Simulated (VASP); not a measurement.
# LiF (P6_3mc) in VASP: further runs

The runs below take LiF through single point, with LDA.

Program: VASP 6.6.1. These are calculated values, not measurements. Logs are shortened: lines on timing, memory, paths and dates and some standing lists are left out, and cuts for length are marked.

## 1. The cell of the first run

Symmetry: P6_3mc, No. 186, hexagonal system. The conventional cell has a = 3.093 Å, b = 3.093 Å, c = 4.756 Å, α = 90.00°, β = 90.00°, γ = 120.00°. Li (site symmetry 3m) has 4 F at 1.86 to 1.87 Å within 2.5 Å. F (site symmetry 3m) has 4 Li at 1.86 to 1.87 Å within 2.5 Å.

## 2. Single point, LDA (volume 9.854 Å^3 an atom, c/a of the conventional cell 1.5376)

File INCAR:

```
SYSTEM = LiF
ALGO = Normal
EDIFF = 1E-6
ENCUT = 520
GGA = CA
ISIF = 2
ISMEAR = 0
LASPH = .True.
LCHARG = .True.
LELF = .True.
LREAL = .False.
LVHAR = .True.
LWAVE = .False.
NBANDS = 18
NELM = 80
PREC = Accurate
SIGMA = 0.05
```

File KPOINTS:

```
k-points
0
Gamma
  9 9 6
  0 0 0
```

File POSCAR:

```
LiF
1.0
    3.0933873848      0.0000000000      0.0000000000
   -1.5466936924      2.6789520590      0.0000000000
    0.0000000000      0.0000000000      4.7563444401
Li F
2 2
Direct
    0.3333333333      0.6666666667      0.3839784076
    0.6666666667      0.3333333333      0.8839784076
    0.3333333333      0.6666666667      0.9910195924
    0.6666666667      0.3333333333      0.4910195924
```

Potentials or basis: VASP PAW LDA potentials, release 64 (Li_sv, F).

Started as:

```sh
cat potpaw_LDA.64/Li_sv/POTCAR potpaw_LDA.64/F/POTCAR > POTCAR
mpirun -np 1 vasp_std > vasp.out
```

OUTCAR:

```text
SYSTEM = LiF
   EDIFF = 1E-6
   ENCUT = 520
   GGA = CA
   ISIF = 2
   ISMEAR = 0
   LASPH = .True.
   LREAL = .False.
   NELM = 80
   PREC = Accurate

 ion  position               nearest neighbor table
   1  0.333  0.667  0.384-   4 1.86   4 1.86   4 1.86   3 1.87
   2  0.667  0.333  0.884-   3 1.86   3 1.86   3 1.86   4 1.87
   3  0.333  0.667  0.991-   2 1.86   2 1.86   2 1.86   1 1.87
   4  0.667  0.333  0.491-   1 1.86   1 1.86   1 1.86   2 1.87

  LATTYP: Found a hexagonal cell.
 ALAT       =     3.0933873848
 C/A-ratio  =     1.5375844821

  Lattice vectors:

 A1 = (   3.0933873848,   0.0000000000,   0.0000000000)
 A2 = (  -1.5466936924,   2.6789520590,   0.0000000000)
 A3 = (   0.0000000000,   0.0000000000,   4.7563444401)

Analysis of symmetry for initial positions (statically):
=====================================================================
 Subroutine PRICEL returns:
 Original cell was already a primitive cell.

 Routine SETGRP: Setting up the symmetry group for a
 hexagonal supercell.

 Subroutine GETGRP returns: Found 12 space group operations
 (whereof  6 operations were pure point group operations)
 out of a pool of 24 trial point group operations.

The static configuration has the point symmetry C_3v.
 The point group associated with its full space group is C_6v.

Analysis of symmetry for dynamics (positions and initial velocities):
=====================================================================
 Subroutine PRICEL returns:
 Original cell was already a primitive cell.

 Routine SETGRP: Setting up the symmetry group for a
 hexagonal supercell.

 Subroutine GETGRP returns: Found 12 space group operations
 (whereof  6 operations were pure point group operations)
 out of a pool of 24 trial point group operations.

The dynamic configuration has the point symmetry C_3v.
 The point group associated with its full space group is C_6v.

 Subroutine INISYM returns: Found 12 space group operations
 (whereof  6 operations are pure point group operations),
 and found     1 'primitive' translations

----------------------------------------------------------------------------------------

                                     Primitive cell

  volume of cell :      39.4160

  direct lattice vectors                    reciprocal lattice vectors
     3.093387385  0.000000000  0.000000000     0.323270213  0.186640145  0.000000000
    -1.546693692  2.678952059  0.000000000     0.000000000  0.373280289  0.000000000
     0.000000000  0.000000000  4.756344440     0.000000000  0.000000000  0.210245497

  length of vectors
     3.093387385  3.093387385  4.756344440     0.373280289  0.373280289  0.210245497

  position of ions in fractional coordinates (direct lattice)
     0.333333333  0.666666667  0.383978408
     0.666666667  0.333333333  0.883978408
     0.333333333  0.666666667  0.991019592
     0.666666667  0.333333333  0.491019592

  ion indices of the primitive-cell ions
   primitive index   ion index
                 1           1
                 2           2
                 3           3
                 4           4

----------------------------------------------------------------------------------------

 KPOINTS: k-points

Automatic generation of k-mesh.
 Grid dimensions read from file:
 generate k-points for:    9    9    6

 Generating k-lattice:

  Cartesian coordinates                     Fractional coordinates (reciprocal lattice)
     0.035918913  0.020737794  0.000000000     0.111111111 -0.000000000  0.000000000
     0.000000000  0.041475588  0.000000000     0.000000000  0.111111111  0.000000000
     0.000000000  0.000000000  0.035040916     0.000000000  0.000000000  0.166666667

  Length of vectors
     0.041475588  0.041475588  0.035040916

  Shift w.r.t. Gamma in fractional coordinates (k-lattice)
     0.000000000  0.000000000  0.000000000

 Subroutine IBZKPT returns following result:
 ===========================================

 Found     48 irreducible k-points:

 Following reciprocal coordinates:
            Coordinates               Weight
  0.000000  0.000000  0.000000      1.000000
  0.111111  0.000000  0.000000      6.000000
  0.222222  0.000000  0.000000      6.000000
  0.333333  0.000000  0.000000      6.000000
  0.444444  0.000000  0.000000      6.000000
  0.111111  0.111111  0.000000      6.000000
[... 16 lines left out ...]
  0.333333  0.222222  0.166667     24.000000
  0.333333  0.333333  0.166667      4.000000
 [... further k-points ...]
   k-points           NKPTS =     48   k-points in BZ     NKDIM =     48   number of bands    NBANDS=     18
   number of dos      NEDOS =    301   number of ions     NIONS =      4
   total plane-waves  NPLWV =  20736
   dimension x,y,z NGX =    24 NGY =   24 NGZ =   36
   dimension x,y,z NGXF=    48 NGYF=   48 NGZF=   72
   ions per type =               2   2
   NGX,Y,Z   is equivalent  to a cutoff of  12.90, 12.90, 12.58 a.u.
   NGXF,Y,Z  is equivalent  to a cutoff of  25.80, 25.80, 25.17 a.u.
 SYSTEM =  LiF
   PREC   = accura    normal or accurate (medium, high low for compatibility)
   ISTART =      0    job   : 0-new  1-cont  2-samecut
   ICHARG =      2    charge: 1-file 2-atom 10-const
   ISPIN  =      1    spin polarized calculation?
   LNONCOLLINEAR =      F non collinear calculations
   LSORBIT =      F    spin-orbit coupling
   LASPH  =      T    aspherical Exc in radial PAW
   ENCUT  =  520.0 eV  38.22 Ry    6.18 a.u.   5.75  5.75  8.84*2*pi/ulx,y,z
   NELM   =     80;   NELMIN=  2; NELMDL= -5     # of ELM steps
   EDIFF  = 0.1E-05   stopping-criterion for ELM
   LREAL  =      F    real-space projection
   EDIFFG = 0.1E-04   stopping-criterion for IOM
   NSW    =      0    number of steps for IOM
   IBRION =     -1    ionic relax: 0-MD 1-quasi-New 2-CG
   NFREE  =      0    steps in history (QN), initial steepest desc. (CG)
   ISIF   =      2    stress and relaxation
   ISYM   =      2    0-nonsym 1-usesym 2-fastsym
   POTIM  = 0.5000    time-step for ionic-motion
   TEBEG  =    0.0;   TEEND  =   0.0 temperature during run
   PSTRESS=    0.0 pullay stress
   NELECT =      20.0000    total number of electrons
   NUPDOWN=      -1.0000    fix difference up-down
   EMIN   =  10.00;   EMAX   =-10.00  energy-range for DOS
   EFERMI =   0.00;   METHOD = LEGACY
   ISMEAR =     0;   SIGMA  =   0.05  broadening in eV -4-tet -1-fermi 0-gaus
   EFERMI_NEDOS =   21; number of points for ismear=-14 and -15
   IALGO  =     38    algorithm
   IMIX   =      4    mixing-type and parameters
     AMIX     =   0.40;   BMIX     =  1.00
     AMIX_MAG =   1.60;   BMIX_MAG =  1.00
  volume/ion in A,a.u.               =       9.85        66.50
  Fermi-wavevector in a.u.,A,eV,Ry     =   1.305752  2.467513 23.197768  1.704988
  Thomas-Fermi vector in A             =   2.436600
   LORBIT       =      0    0 simple, 1 ext, 2 COOP (PROOUT), +10 PAW based schemes
   GGA     = CA    functional components
   LHFCALC =     F    Hartree Fock is set to
   AEXX    =    0.0000 exact exchange contribution
   IVDW    =     0    specifies the selected vdW correction
   LEPSILON=     F    determine dielectric tensor
   LRPA    =     F    only Hartree local field effects (RPA)
 non-spin polarized calculation
 Gauss-broadening in eV      SIGMA  =   0.05
  energy-cutoff  :      520.00
  volume of cell :       39.42
 maximum number of plane-waves:      1085
 NGX is ok and might be reduce to    24
   NGX = 11   NGY = 11   NGZ = 17

 number of electron      19.9999995 magnetization

 Free energy of the ion-electron system (eV)
  ---------------------------------------------------
  ext. energy  EPLUGINS =         0.00000000
  ---------------------------------------------------
  free energy    TOTEN  =       -20.78526394 eV

  energy without entropy =      -20.78526394  energy(sigma->0) =      -20.78526394

 E-fermi :  -2.4312     XC(G=0):  -9.5797

 val. band max:       -2.6876879349   @ k =   0.0000   0.0000   0.0000
 cond. band min:       4.7934739392   @ k =   0.0000   0.0000   0.0000
 fundamental gap:      7.4811618741
 Fermi energy:        -2.4312066043

 k-point     1 :       0.0000    0.0000    0.0000
  band No.  band energies     occupation
      1     -42.0256      2.00000
      2     -41.9738      2.00000
      3     -21.7652      2.00000
      4     -21.4909      2.00000
      5      -5.0200      2.00000
      6      -3.2662      2.00000
[... 10 lines left out ...]
     17      16.3542      0.00000
     18      17.5632      0.00000

 k-point     2 :       0.1111    0.0000    0.0000
  band No.  band energies     occupation
      1     -42.0212      2.00000
      2     -41.9721      2.00000
      3     -21.7491      2.00000
      4     -21.4888      2.00000
      5      -4.9529      2.00000
      6      -3.3954      2.00000
[... 10 lines left out ...]
     17      16.5452      0.00000
     18      17.4239      0.00000

 k-point     3 :       0.2222    0.0000    0.0000
  band No.  band energies     occupation
      1     -42.0095      2.00000
      2     -41.9683      2.00000
      3     -21.7057      2.00000
      4     -21.4870      2.00000
      5      -4.7804      2.00000
      6      -3.7653      2.00000
[... 10 lines left out ...]
     17      16.7002      0.00000
     18      16.9190      0.00000

 k-point     4 :       0.3333    0.0000    0.0000
  band No.  band energies     occupation
      1     -41.9950      2.00000
      2     -41.9653      2.00000
      3     -21.6482      2.00000
      4     -21.4923      2.00000
      5      -4.6721      2.00000
      6      -4.0662      2.00000
[... 10 lines left out ...]
     17      16.4226      0.00000
     18      17.3759      0.00000

 k-point     5 :       0.4444    0.0000    0.0000
  band No.  band energies     occupation
      1     -41.9838      2.00000
      2     -41.9649      2.00000
      3     -21.5985      2.00000
      4     -21.5064      2.00000
      5      -4.8053      2.00000
      6      -4.0006      2.00000
[... 10 lines left out ...]
     17      16.1148      0.00000
     18      17.7836      0.00000

 k-point     6 :       0.1111    0.1111    0.0000
  band No.  band energies     occupation
      1     -42.0131      2.00000
      2     -41.9694      2.00000
      3     -21.7195      2.00000
      4     -21.4872      2.00000
      5      -4.8288      2.00000
      6      -3.6538      2.00000
[... 10 lines left out ...]
     17      16.8924      0.00000
     18      17.3071      0.00000

 k-point     7 :       0.2222    0.1111    0.0000
  band No.  band energies     occupation
      1     -41.9999      2.00000
      2     -41.9660      2.00000
      3     -21.6685      2.00000
      4     -21.4889      2.00000
      5      -4.6396      2.00000
      6      -4.1183      2.00000
[... 10 lines left out ...]
     17      16.8550      0.00000
     18      17.3554      0.00000

 k-point     8 :       0.3333    0.1111    0.0000
  band No.  band energies     occupation
      1     -41.9868      2.00000
      2     -41.9648      2.00000
      3     -21.6131      2.00000
      4     -21.5001      2.00000
      5      -4.7075      2.00000
      6      -4.1988      2.00000
[... 10 lines left out ...]
     17      16.2863      0.00000
     18      17.7341      0.00000
[... 229 lines left out ...]
     17      16.7152      0.00000
     18      17.2965      0.00000

 k-point    20 :       0.3333    0.1111    0.1667
  band No.  band energies     occupation
      1     -41.9852      2.00000
      2     -41.9662      2.00000
      3     -21.6065      2.00000
      4     -21.5088      2.00000
      5      -4.6843      2.00000
      6      -4.1979      2.00000
[... 10 lines left out ...]
     17      16.3251      0.00000
     18      17.6733      0.00000

 k-point    21 :       0.4444    0.1111    0.1667
  band No.  band energies     occupation
      1     -41.9793      2.00000
      2     -41.9664      2.00000
      3     -21.5793      2.00000
      4     -21.5182      2.00000
      5      -4.8071      2.00000
      6      -4.0910      2.00000
[... 10 lines left out ...]
     17      16.0929      0.00000
     18      17.8431      0.00000

 k-point    22 :       0.2222    0.2222    0.1667
  band No.  band energies     occupation
      1     -41.9862      2.00000
      2     -41.9662      2.00000
      3     -21.6116      2.00000
      4     -21.5064      2.00000
      5      -4.5256      2.00000
      6      -4.4078      2.00000
[... 10 lines left out ...]
     17      16.6488      0.00000
     18      17.8107      0.00000

 k-point    23 :       0.3333    0.2222    0.1667
  band No.  band energies     occupation
      1     -41.9769      2.00000
      2     -41.9668      2.00000
      3     -21.5704      2.00000
      4     -21.5195      2.00000
      5      -4.7814      2.00000
      6      -4.1904      2.00000
[... 10 lines left out ...]
     17      16.0511      0.00000
     18      18.0902      0.00000

 k-point    24 :       0.3333    0.3333    0.1667
  band No.  band energies     occupation
      1     -41.9703      2.00000
      2     -41.9703      2.00000
      3     -21.5399      2.00000
      4     -21.5399      2.00000
      5      -4.8464      2.00000
      6      -3.9964      2.00000
[... 10 lines left out ...]
     17      15.5122      0.00000
     18      18.0709      0.00000

 [... further k-points ...]
[... 5 lines left out ...]
  --------------------------------------------------------------------------------------
  -------------------------------------------------------------------------------------
  Total       -0.9476344     -0.9476344     -0.8836862      0.0000000      0.0000000      0.0000000
  in kB      -38.5193398    -38.5193398    -35.9199826      0.0000000      0.0000000      0.0000000
  external PRESSURE =     -37.6528874 kB  Pullay stress =       0.0000000 kB

 VOLUME and BASIS-vectors are now :
 -----------------------------------------------------------------------------
  energy-cutoff  :      520.00
  volume of cell :       39.42
      direct lattice vectors                 reciprocal lattice vectors
     3.093387385  0.000000000  0.000000000     0.323270213  0.186640145  0.000000000
    -1.546693692  2.678952059  0.000000000     0.000000000  0.373280289  0.000000000
     0.000000000  0.000000000  4.756344440     0.000000000  0.000000000  0.210245497

 POSITION                                       TOTAL-FORCE (eV/Angst)
 -----------------------------------------------------------------------------------
     -0.00000      1.78597      1.82633        -0.000000      0.000000     -0.015141
      1.54669      0.89298      4.20451         0.000000      0.000000     -0.015141
     -0.00000      1.78597      4.71363         0.000000      0.000000      0.015141
      1.54669      0.89298      2.33546        -0.000000     -0.000000      0.015141
 -----------------------------------------------------------------------------------
    total drift:                                0.000001      0.000001      0.002063

  FREE ENERGIE OF THE ION-ELECTRON SYSTEM (eV)
  ---------------------------------------------------
  free  energy   TOTEN  =       -20.7852639376 eV

  energy  without entropy=      -20.7852639376  energy(sigma->0) =      -20.78526394
```

It took 18 s on 1 thread of Intel Xeon Platinum 8259CL at 2.50GHz (Skylake/Cascade Lake), shared host; peak memory 0.15 GiB.

What came out:

* Free energy: -20.7853 eV
* Largest force: 0.015 eV/Å
* Band gap on the k mesh: 7.48 eV, direct

Forces in eV/Å, atoms in the order of the input:
```
Li   0.000  0.000 -0.015
Li   0.000  0.000 -0.015
F    0.000  0.000  0.015
F    0.000  0.000  0.015
```

Caveat: the cutoff is under 1.25 times the usual one of these potentials, so pressure, stress and relaxed cells hold a basis-set (Pulay) error. A k mesh can miss the band edges.

## 3. Single point, LDA (volume 9.854 Å^3 an atom, c/a of the conventional cell 1.6933)

File INCAR:

```
SYSTEM = LiF
PREC     = Accurate       ! precision mode
ENCUT    = 520            ! plane-wave cutoff, eV
EDIFF    = 1E-6           ! SCF threshold, eV
ISMEAR   = 0              ! smearing method
SIGMA    = 0.05           ! smearing width, eV
LREAL    = .False.        ! projectors in reciprocal space
LASPH    = .True.         ! aspherical terms in the spheres
NELM     = 100            ! most SCF steps
ALGO     = Normal         ! electronic algorithm
ISIF     = 2              ! what is computed and relaxed
LWAVE    = .False.        ! write WAVECAR
LCHARG   = .False.        ! write CHGCAR
NBANDS   = 18             ! bands
```

File KPOINTS:

```
regular mesh
0
Gamma
  9 9 6
  0 0 0
```

File POSCAR:

```
LiF
1.0
    2.9955000860      0.0000000000      0.0000000000
   -1.4977500430      2.5941791715      0.0000000000
    0.0000000000      0.0000000000      5.0722802957
Li F
2 2
Direct
    0.3333333333      0.6666666667      0.3839784076
    0.6666666667      0.3333333333      0.8839784076
    0.3333333333      0.6666666667      0.9910195924
    0.6666666667      0.3333333333      0.4910195924
```

Potentials or basis: VASP PAW LDA potentials, release 64 (Li_sv, F).

Started as:

```sh
cat potpaw_LDA.64/Li_sv/POTCAR potpaw_LDA.64/F/POTCAR > POTCAR
mpirun -np 1 vasp_std > vasp.out
```

Run time: 19 s. Hardware: 1 thread of Intel Xeon Platinum 8259CL at 2.50GHz (Skylake/Cascade Lake), shared host; peak memory 0.15 GiB.

It converged, with:

```yaml
Free_energy: -20.7297 eV
Largest_force: 0.250 eV/Å
Band_gap_on_the_k_mesh: 7.57 eV, direct
```

Forces on the atoms (eV/Å):
```
Li   0.000  0.000 -0.250
Li   0.000  0.000 -0.250
F    0.000  0.000  0.250
F    0.000  0.000  0.250
```

Levels at points of the mesh, in eV from the valence-band top:
```tsv
k point	band 6	band 7	band 8	band 9	band 10	band 11	band 12	band 13	band 14	band 15
(0.00, 0.00, 0.00)	-0.30	-0.30	-0.07	-0.07	0.00	7.57	11.41	14.78	18.74	18.88
(0.00, 0.00, 0.50)	-1.18	-0.19	-0.19	-0.19	-0.19	9.19	9.19	16.73	16.73	19.16
```

Caveat: the cutoff is under 1.25 times the usual one of these potentials, so pressure, stress and relaxed cells hold a basis-set (Pulay) error. A k mesh can miss the band edges.
